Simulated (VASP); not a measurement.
Input of a VASP 6.6.1 run:

File INCAR:

```
PREC = Accurate
ENCUT = 520
EDIFF = 1E-6
ISMEAR = -1
SIGMA = 0.02
LREAL = F
LASPH = T
NELM = 100
ALGO = Normal
ISIF = 2
LWAVE = F
LCHARG = T
GGA = PE
LELF = T
LVHAR = T
NBANDS = 10
```

Contents of KPOINTS:

```
Automatic mesh
0
Gamma
  16 16 16
```

Contents of POSCAR:

```
Cl
1.0
    2.4923069820      0.0000000000      0.0000000000
    0.0000000000      2.4923069820      0.0000000000
    0.0000000000      0.0000000000      2.4923069820
Cl
1
Direct
    0.0000000000      0.0000000000      0.0000000000
```

Potentials or basis: VASP PAW PBE potentials, release 64 (Cl).

Run with:

```bash
$ cat potpaw_PBE.64/Cl/POTCAR > POTCAR
$ mpirun -np 1 vasp_std > vasp.out
```

(1) What does it give for the pressure?

Answers

(1) 39.7 GPa.

Caveat: an odd number of electrons without spin polarisation forces a metal; a magnetic or distorted state may lie lower.
